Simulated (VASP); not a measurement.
# AlN (Fm-3m) in VASP: notebook

AlN is run at these levels: LDA; tasks: single point.

The COD entry that gives the cell may itself be a prediction, so a difference from it is no test against experiment.

All numbers are computed with VASP 6.6.1; they aren't measurements. Logs are shortened: lines on timing, memory, paths and dates and some standing lists are left out, and cuts for length are marked.

### 1 The cell of the first run

Symmetry: Fm-3m, No. 225, cubic system. Conventional cell: a = 3.938 Å, b = 3.938 Å, c = 3.938 Å, α = 90.00°, β = 90.00°, γ = 90.00°. Within 2.6 Å of Al (site symmetry m-3m) lie 6 N at 1.97 Å. N (site symmetry m-3m) has 6 Al at 1.97 Å within 2.6 Å.

### 2 Single point, LDA

INCAR

```
PREC = Accurate ; ENCUT = 600
EDIFF = 1E-6 ; ISMEAR = 0
SIGMA = 0.01 ; LREAL = F
LASPH = T ; NELM = 120
ALGO = Normal ; ISIF = 2
LWAVE = F ; LCHARG = T
GGA = CA ; LELF = T
LVHAR = T ; NBANDS = 11
GGA_COMPAT = F
```

KPOINTS

```
Automatic mesh
0
Gamma
  8 8 8
```

POSCAR

```
AlN
1.0
    0.0000000000      1.9690000000      1.9690000000
    1.9690000000      0.0000000000      1.9690000000
    1.9690000000      1.9690000000      0.0000000000
Al N
1 1
Direct
    0.0000000000      0.0000000000      0.0000000000
    0.5000000000      0.5000000000      0.5000000000
```

Potentials or basis: VASP PAW LDA potentials, release 64 (Al, N).

The run is started by

```sh
> cat potpaw_LDA.64/Al/POTCAR potpaw_LDA.64/N/POTCAR > POTCAR
> mpirun -np 1 vasp_std > vasp.out
```

OUTCAR:

```text
PREC = Accurate
   ENCUT = 600
   EDIFF = 1E-6
   ISMEAR = 0
   LREAL = F
   LASPH = T
   NELM = 120
   ISIF = 2
   GGA = CA

 ion  position               nearest neighbor table
   1  0.000  0.000  0.000-   2 1.97   2 1.97   2 1.97   2 1.97   2 1.97   2 1.97
   2  0.500  0.500  0.500-   1 1.97   1 1.97   1 1.97   1 1.97   1 1.97   1 1.97

  LATTYP: Found a face centered cubic cell.
 ALAT       =     3.9380000000

  Lattice vectors:

 A1 = (   0.0000000000,   1.9690000000,   1.9690000000)
 A2 = (   1.9690000000,   0.0000000000,   1.9690000000)
 A3 = (   1.9690000000,   1.9690000000,   0.0000000000)

Analysis of symmetry for initial positions (statically):
=====================================================================
 Subroutine PRICEL returns:
 Original cell was already a primitive cell.

 Routine SETGRP: Setting up the symmetry group for a
 face centered cubic supercell.

 Subroutine GETGRP returns: Found 48 space group operations
 (whereof 48 operations were pure point group operations)
 out of a pool of 48 trial point group operations.

The static configuration has the point symmetry O_h .

Analysis of symmetry for dynamics (positions and initial velocities):
=====================================================================
 Subroutine PRICEL returns:
 Original cell was already a primitive cell.

 Routine SETGRP: Setting up the symmetry group for a
 face centered cubic supercell.

 Subroutine GETGRP returns: Found 48 space group operations
 (whereof 48 operations were pure point group operations)
 out of a pool of 48 trial point group operations.

The dynamic configuration has the point symmetry O_h .

 Subroutine INISYM returns: Found 48 space group operations
 (whereof 48 operations are pure point group operations),
 and found     1 'primitive' translations

----------------------------------------------------------------------------------------

                                     Primitive cell

  volume of cell :      15.2675

  direct lattice vectors                    reciprocal lattice vectors
     0.000000000  1.969000000  1.969000000    -0.253936008  0.253936008  0.253936008
     1.969000000  0.000000000  1.969000000     0.253936008 -0.253936008  0.253936008
     1.969000000  1.969000000  0.000000000     0.253936008  0.253936008 -0.253936008

  length of vectors
     2.784586504  2.784586504  2.784586504     0.439830068  0.439830068  0.439830068

  position of ions in fractional coordinates (direct lattice)
     0.000000000  0.000000000  0.000000000
     0.500000000  0.500000000  0.500000000

  ion indices of the primitive-cell ions
   primitive index   ion index
                 1           1
                 2           2

----------------------------------------------------------------------------------------

 KPOINTS: Automatic mesh

Automatic generation of k-mesh.
 Grid dimensions read from file:
 generate k-points for:    8    8    8

 Generating k-lattice:

  Cartesian coordinates                     Fractional coordinates (reciprocal lattice)
    -0.031742001  0.031742001  0.031742001     0.125000000  0.000000000  0.000000000
     0.031742001 -0.031742001  0.031742001     0.000000000  0.125000000  0.000000000
     0.031742001  0.031742001 -0.031742001     0.000000000  0.000000000  0.125000000

  Length of vectors
     0.054978758  0.054978758  0.054978758

  Shift w.r.t. Gamma in fractional coordinates (k-lattice)
     0.000000000  0.000000000  0.000000000

 Subroutine IBZKPT returns following result:
 ===========================================

 Found     29 irreducible k-points:

 Following reciprocal coordinates:
            Coordinates               Weight
  0.000000  0.000000  0.000000      1.000000
  0.125000  0.000000  0.000000      8.000000
  0.250000  0.000000  0.000000      8.000000
  0.375000  0.000000  0.000000      8.000000
  0.500000  0.000000  0.000000      4.000000
  0.125000  0.125000  0.000000      6.000000
[... 16 lines left out ...]
  0.500000  0.250000  0.125000     48.000000
 -0.375000  0.250000  0.125000     24.000000
 [... further k-points ...]
   k-points           NKPTS =     29   k-points in BZ     NKDIM =     29   number of bands    NBANDS=     11
   number of dos      NEDOS =    301   number of ions     NIONS =      2
   total plane-waves  NPLWV =  13824
   dimension x,y,z NGX =    24 NGY =   24 NGZ =   24
   dimension x,y,z NGXF=    48 NGYF=   48 NGZF=   48
   ions per type =               1   1
   NGX,Y,Z   is equivalent  to a cutoff of  14.33, 14.33, 14.33 a.u.
   NGXF,Y,Z  is equivalent  to a cutoff of  28.66, 28.66, 28.66 a.u.
 SYSTEM =  unknown system
   PREC   = accura    normal or accurate (medium, high low for compatibility)
   ISTART =      0    job   : 0-new  1-cont  2-samecut
   ICHARG =      2    charge: 1-file 2-atom 10-const
   ISPIN  =      1    spin polarized calculation?
   LNONCOLLINEAR =      F non collinear calculations
   LSORBIT =      F    spin-orbit coupling
   LASPH  =      T    aspherical Exc in radial PAW
   ENCUT  =  600.0 eV  44.10 Ry    6.64 a.u.   5.56  5.56  5.56*2*pi/ulx,y,z
   NELM   =    120;   NELMIN=  2; NELMDL= -5     # of ELM steps
   EDIFF  = 0.1E-05   stopping-criterion for ELM
   LREAL  =      F    real-space projection
   EDIFFG = 0.1E-04   stopping-criterion for IOM
   NSW    =      0    number of steps for IOM
   IBRION =     -1    ionic relax: 0-MD 1-quasi-New 2-CG
   NFREE  =      0    steps in history (QN), initial steepest desc. (CG)
   ISIF   =      2    stress and relaxation
   ISYM   =      2    0-nonsym 1-usesym 2-fastsym
   POTIM  = 0.5000    time-step for ionic-motion
   TEBEG  =    0.0;   TEEND  =   0.0 temperature during run
   PSTRESS=    0.0 pullay stress
   NELECT =       8.0000    total number of electrons
   NUPDOWN=      -1.0000    fix difference up-down
   EMIN   =  10.00;   EMAX   =-10.00  energy-range for DOS
   EFERMI =   0.00;   METHOD = LEGACY
   ISMEAR =     0;   SIGMA  =   0.01  broadening in eV -4-tet -1-fermi 0-gaus
   EFERMI_NEDOS =   21; number of points for ismear=-14 and -15
   IALGO  =     38    algorithm
   IMIX   =      4    mixing-type and parameters
     AMIX     =   0.40;   BMIX     =  1.00
     AMIX_MAG =   1.60;   BMIX_MAG =  1.00
  volume/ion in A,a.u.               =       7.63        51.51
  Fermi-wavevector in a.u.,A,eV,Ry     =   1.319823  2.494104 23.700443  1.741933
  Thomas-Fermi vector in A             =   2.449694
   LORBIT       =      0    0 simple, 1 ext, 2 COOP (PROOUT), +10 PAW based schemes
   GGA     = CA    functional components
   LHFCALC =     F    Hartree Fock is set to
   AEXX    =    0.0000 exact exchange contribution
   IVDW    =     0    specifies the selected vdW correction
   LEPSILON=     F    determine dielectric tensor
   LRPA    =     F    only Hartree local field effects (RPA)
 non-spin polarized calculation
 Gauss-broadening in eV      SIGMA  =   0.01
  energy-cutoff  :      600.00
  volume of cell :       15.27
 maximum number of plane-waves:       531
 NGX is ok and might be reduce to    24
   NGX = 11   NGY = 11   NGZ = 11

 number of electron       8.0000000 magnetization

 Free energy of the ion-electron system (eV)
  ---------------------------------------------------
  ext. energy  EPLUGINS =         0.00000000
  ---------------------------------------------------
  free energy    TOTEN  =       -16.18246964 eV

  energy without entropy =      -16.18246964  energy(sigma->0) =      -16.18246964

 E-fermi :  10.8791     XC(G=0): -12.9491

 val. band max:       10.7760045805   @ k =   0.0000   0.0000   0.0000
 cond. band min:      15.8157353835   @ k =   0.5000   0.5000   0.0000
 fundamental gap:      5.0397308029
 Fermi energy:        10.8790865202

 k-point     1 :       0.0000    0.0000    0.0000
  band No.  band energies     occupation
      1      -7.3765      2.00000
      2      10.7760      2.00000
      3      10.7760      2.00000
      4      10.7760      2.00000
      5      17.7395      0.00000
      6      23.0395      0.00000
      7      23.0395      0.00000
      8      23.0395      0.00000
      9      28.4852      0.00000
     10      28.9891      0.00000
     11      28.9891      0.00000

 k-point     2 :       0.1250    0.0000    0.0000
  band No.  band energies     occupation
      1      -7.0293      2.00000
      2       9.2681      2.00000
      3      10.5611      2.00000
      4      10.5611      2.00000
      5      18.4686      0.00000
      6      21.9416      0.00000
      7      23.5264      0.00000
      8      23.5264      0.00000
      9      27.2198      0.00000
     10      27.2198      0.00000
     11      29.8446      0.00000

 k-point     3 :       0.2500    0.0000    0.0000
  band No.  band energies     occupation
      1      -6.0342      2.00000
      2       6.2698      2.00000
      3      10.0975      2.00000
      4      10.0975      2.00000
      5      18.3541      0.00000
      6      22.5408      0.00000
      7      23.4850      0.00000
      8      23.4850      0.00000
      9      27.4344      0.00000
     10      27.4344      0.00000
     11      28.8488      0.00000

 k-point     4 :       0.3750    0.0000    0.0000
  band No.  band energies     occupation
      1      -4.6157      2.00000
      2       3.3485      2.00000
      3       9.6927      2.00000
      4       9.6927      2.00000
      5      17.6653      0.00000
      6      22.5944      0.00000
      7      22.5944      0.00000
      8      24.2945      0.00000
      9      27.8796      0.00000
     10      30.1211      0.00000
     11      30.1211      0.00000
[... 239 lines left out ...]
 k-point    22 :       0.3750    0.2500    0.1250
  band No.  band energies     occupation
      1      -5.2069      2.00000
      2       5.9040      2.00000
      3       7.9712      2.00000
      4       9.4585      2.00000
      5      19.6463      0.00000
      6      20.3536      0.00000
      7      21.6197      0.00000
      8      25.3412      0.00000
      9      26.4521      0.00000
     10      30.9896      0.00000
     11      33.2236      0.00000

 k-point    23 :       0.5000    0.2500    0.1250
  band No.  band energies     occupation
      1      -3.9198      2.00000
      2       3.9580      2.00000
      3       6.9992      2.00000
      4       8.8781      2.00000
      5      19.5770      0.00000
      6      20.4600      0.00000
      7      22.1945      0.00000
      8      24.7361      0.00000
      9      28.4025      0.00000
     10      31.6566      0.00000
     11      33.5888      0.00000

 k-point    24 :      -0.3750    0.2500    0.1250
  band No.  band energies     occupation
      1      -3.1465      2.00000
      2       2.8306      2.00000
      3       6.7738      2.00000
      4       8.5946      2.00000
      5      19.6972      0.00000
      6      19.8439      0.00000
      7      23.7552      0.00000
      8      24.1905      0.00000
      9      29.6333      0.00000
     10      30.6723      0.00000
     11      34.0069      0.00000

 [... further k-points ...]
[... 5 lines left out ...]
  --------------------------------------------------------------------------------------
  -------------------------------------------------------------------------------------
  Total        1.6880150      1.6880150      1.6880150     -0.0000000     -0.0000000      0.0000000
  in kB      177.1412642    177.1412642    177.1412642     -0.0000000     -0.0000000      0.0000000
  external PRESSURE =     177.1412642 kB  Pullay stress =       0.0000000 kB

 VOLUME and BASIS-vectors are now :
 -----------------------------------------------------------------------------
  energy-cutoff  :      600.00
  volume of cell :       15.27
      direct lattice vectors                 reciprocal lattice vectors
     0.000000000  1.969000000  1.969000000    -0.253936008  0.253936008  0.253936008
     1.969000000  0.000000000  1.969000000     0.253936008 -0.253936008  0.253936008
     1.969000000  1.969000000  0.000000000     0.253936008  0.253936008 -0.253936008

 POSITION                                       TOTAL-FORCE (eV/Angst)
 -----------------------------------------------------------------------------------
      0.00000      0.00000      0.00000        -0.000000      0.000000      0.000000
      1.96900      1.96900      1.96900         0.000000     -0.000000     -0.000000
 -----------------------------------------------------------------------------------
    total drift:                               -0.000000     -0.000000      0.000000

  FREE ENERGIE OF THE ION-ELECTRON SYSTEM (eV)
  ---------------------------------------------------
  free  energy   TOTEN  =       -16.1824696446 eV

  energy  without entropy=      -16.1824696446  energy(sigma->0) =      -16.18246964
```

It took 3.2 s on 1 thread of Intel Xeon 6975P-C, shared host; peak memory 0.13 GiB.

What came out:

```
Free energy            : -16.1825 eV
Pressure               : 17.7 GPa
Band gap on the k mesh : 5.04 eV, indirect (least direct gap 6.96 eV)
```

### 3 Single point, LDA

This run uses another cell than the first one, of 7.79 Å³/atom, 1.020 times its volume.

INCAR

```
SYSTEM = AlN
ALGO = Normal
EDIFF = 1E-6
ENCUT = 600
GGA = CA
GGA_COMPAT = .False.
ISIF = 2
ISMEAR = 0
LASPH = .True.
LCHARG = .False.
LREAL = .False.
LWAVE = .False.
NBANDS = 11
NELM = 120
PREC = Accurate
SIGMA = 0.01
```

KPOINTS

```
k-points
0
Gamma
  8 8 8
  0 0 0
```

POSCAR

```
AlN
1.0
    0.0000000000      1.9820401151      1.9820401151
    1.9820401151      0.0000000000      1.9820401151
    1.9820401151      1.9820401151      0.0000000000
Al N
1 1
Direct
    0.0000000000      0.0000000000      0.0000000000
    0.5000000000      0.5000000000      0.5000000000
```

Potentials or basis: VASP PAW LDA potentials, release 64 (Al, N).

The run is started by

```sh
> cat potpaw_LDA.64/Al/POTCAR potpaw_LDA.64/N/POTCAR > POTCAR
> mpirun -np 1 vasp_std > vasp.out
```

Wall time 2.8 s (1 thread of Intel Xeon 6975P-C, shared host); peak memory 0.12 GiB.

The run converged. Its results:

| Property | Result |
| --- | --- |
| Free energy | -16.2103 eV |
| Pressure | 11.1 GPa |
| Band gap on the k mesh | 5.04 eV, indirect (least direct gap 6.66 eV) |

Levels at points of the mesh, in eV from the valence-band top:
```tsv
k point	band 2	band 3	band 4	band 5	band 6	band 7
(0.00, 0.00, 0.00)	0.00	0.00	0.00	6.66	12.20	12.20
(0.50, 0.00, 0.00)	-8.74	-1.20	-1.20	6.51	11.29	11.29
(0.50, 0.50, 0.00)	-7.82	-2.97	-2.97	5.04	5.08	14.62
```

### 4 Single point, LDA

This run uses another cell than the first one, of 7.94 Å³/atom, 1.040 times its volume.

INCAR

```
  ALGO = Normal
  EDIFF = 1E-6
  ENCUT = 600
  GGA_COMPAT = False
  ISIF = 2
  ISMEAR = 0
  LASPH = True
  LCHARG = False
  LREAL = False
  LWAVE = False
  NBANDS = 11
  NELM = 120
  PREC = Accurate
  SIGMA = 0.01
```

KPOINTS

```
k-points
0
Gamma
  8 8 8
```

POSCAR

```
AlN
1.0
    0.0000000000      1.9949108661      1.9949108661
    1.9949108661      0.0000000000      1.9949108661
    1.9949108661      1.9949108661      0.0000000000
Al N
1 1
Direct
    0.0000000000      0.0000000000      0.0000000000
    0.5000000000      0.5000000000      0.5000000000
```

The run is started by

```sh
> cat potpaw_LDA.64/Al/POTCAR potpaw_LDA.64/N/POTCAR > POTCAR
> mpirun -np 1 vasp_std > vasp.out
```

Run time: 3 s. Hardware: 1 thread of Intel Xeon 6975P-C, shared host; peak memory 0.12 GiB.

Results (log left out):

* Free energy: -16.2261 eV
* Pressure: 5.1 GPa
* Band gap on the k mesh: 4.85 eV, indirect (least direct gap 6.36 eV)

Levels at points of the mesh, in eV from the valence-band top:
```tsv
k point	band 2	band 3	band 4	band 5	band 6	band 7
(0.00, 0.00, 0.00)	0.00	0.00	0.00	6.36	12.14	12.14
(0.50, 0.00, 0.00)	-8.61	-1.16	-1.16	6.38	11.13	11.13
(0.50, 0.50, 0.00)	-7.69	-2.92	-2.92	4.85	5.12	14.38
```

A k mesh can miss the band edges. LDA gaps usually lie below the measured ones, often by a third to a half.

### 5 Single point, LDA

This run uses another cell than the first one, of 8.09 Å³/atom, 1.060 times its volume.

INCAR

```
SYSTEM = AlN
PREC = Accurate ; ENCUT = 600
EDIFF = 1E-6 ; ISMEAR = 0
SIGMA = 0.01 ; LREAL = .False.
LASPH = .True. ; NELM = 120
ALGO = Normal ; ISIF = 2
LWAVE = .False. ; LCHARG = .False.
GGA = CA ; NBANDS = 11
GGA_COMPAT = .False.
```

KPOINTS

```
regular mesh
0
Gamma
  8 8 8
  0 0 0
```

POSCAR

```
AlN
1.0
    0.0000000000      2.0076176473      2.0076176473
    2.0076176473      0.0000000000      2.0076176473
    2.0076176473      2.0076176473      0.0000000000
Al N
1 1
Direct
    0.0000000000      0.0000000000      0.0000000000
    0.5000000000      0.5000000000      0.5000000000
```

The run is started by

```sh
> cat potpaw_LDA.64/Al/POTCAR potpaw_LDA.64/N/POTCAR > POTCAR
> mpirun -np 1 vasp_std > vasp.out
```

Wall time 3.1 s (1 thread of Intel Xeon 6975P-C, shared host); peak memory 0.12 GiB.

It converged, with:

* Free energy: -16.2310 eV
* Pressure: -0.4 GPa
* Band gap on the k mesh: 4.66 eV, indirect (least direct gap 6.08 eV)

Levels at points of the mesh, in eV from the valence-band top:
```csv
k point,band 1,band 2,band 3,band 4,band 5,band 6,band 7,band 8
"(0.00, 0.00, 0.00)",-17.60,0.00,0.00,0.00,6.08,12.09,12.09,12.09
"(0.50, 0.00, 0.00)",-14.18,-8.48,-1.12,-1.12,6.26,10.97,10.97,13.43
"(0.50, 0.50, 0.00)",-13.13,-7.56,-2.87,-2.87,4.66,5.16,14.15,17.31
```

A k mesh can miss the band edges.

### 6 Summary

```tsv
cell	gap on the mesh (eV)	pressure (GPa)
a = 2.785 Å, angles 60.0°, 2 atoms	5.04	17.7
a = 2.803 Å, angles 60.0°, 2 atoms	5.04	11.1
a = 2.821 Å, angles 60.0°, 2 atoms	4.85	5.1
a = 2.839 Å, angles 60.0°, 2 atoms	4.66	-0.4
```

Alike in all rows: task single point; level LDA; potentials or basis VASP PAW LDA potentials, release 64 (Al, N); no spin polarisation; k mesh 8 × 8 × 8; cutoff (eV) 600; smearing gaussian 0.01 eV.

Total energies depend on the potentials used, so only differences within one code and one set of settings carry meaning.
